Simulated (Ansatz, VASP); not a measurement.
# Br in VASP and in Ansatz

```
Br
1.0
    -1.42165    1.42165    3.55321
     1.42165   -1.42165    3.55321
     1.42165    1.42165   -3.55321
Br
1
Direct
  0.00000 0.00000 0.00000
```

Alike in both runs: functional PBE; dispersion D3(BJ); k mesh 20 × 20 × 20; occupations gaussian, width 0.1 eV; no spin polarisation.

Ansatz relaxed the structure, and its values are those at the end. VASP's run is a single point on that final structure, the one shown.

```csv
,VASP,Ansatz
version,VASP 6.6.1,Ansatz 0.2.0
potentials or method,"VASP PAW PBE potentials, release 64 (Br), cutoff 520 eV","scalar-relativistic, plane waves, PAW"
valence electrons in the cell,7,7
```

```tsv
	VASP	Ansatz	Ansatz less VASP
gap on the k mesh at the Fermi level (eV)	none	none	-
pressure (GPa)	0.0	0.0	-0.01
```

A gap of «none» marks a metal or a gap that the smearing closes.
